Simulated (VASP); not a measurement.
A run of VASP 6.6.1 is set up as follows.

File INCAR:

```
  PREC = Accurate
  ENCUT = 500
  EDIFF = 1E-7
  ISMEAR = -1
  SIGMA = 0.1
  LREAL = False
  LASPH = True
  NELM = 120
  ALGO = Normal
  ISIF = 3
  LWAVE = False
  LCHARG = False
  GGA = B5
  ALDAX = 1.0
  AGGAX = 1.0
  AGGAC = 1.0
  ALDAC = 0.0
  IBRION = 2
  NSW = 80
  EDIFFG = -0.01
  GGA_COMPAT = False
  NELMIN = 4
```

Contents of KPOINTS:

```
Automatic mesh
0
Gamma
  13 13 13
```

The input POSCAR:

```
Ta
1.0
   -1.6529000000      1.6529000000      1.6529000000
    1.6529000000     -1.6529000000      1.6529000000
    1.6529000000      1.6529000000     -1.6529000000
Ta
1
Direct
    0.0000000000      0.0000000000      0.0000000000
```

Potentials or basis: VASP PAW PBE potentials, release 64 (Ta_sv_GW).

Launch:

```console
$ cat potpaw_PBE.64/Ta_sv_GW/POTCAR > POTCAR
$ mpirun -np 1 vasp_std > vasp.out
```

Question: Predict the band gap on the k mesh.

Answer: Zero (an odd number of electrons rules out a gap without spin polarisation).

Question: What does it give for the space group after relaxing (to 0.1 Å)?

Answer: Im-3m (No. 229).

Question: Predict the relaxed volume.

Answer: 18.83 Å³/atom.

Question: Predict the relaxed cell.

Answer: a = 2.903 Å, b = 2.903 Å, c = 2.903 Å, α = 109.47°, β = 109.47°, γ = 109.47°.

Final structure:
```
CELL_PARAMETERS angstrom
-1.67594 1.67594 1.67594
1.67594 -1.67594 1.67594
1.67594 1.67594 -1.67594
ATOMIC_POSITIONS crystal
Ta 0.00000 0.00000 0.00000
```

Caveat: the PAW data sets were made with another functional, which shifts forces and pressure a little; spin-orbit coupling is left out, which moves the levels of the heavy elements. BLYP gives volumes clearly too large for solids.
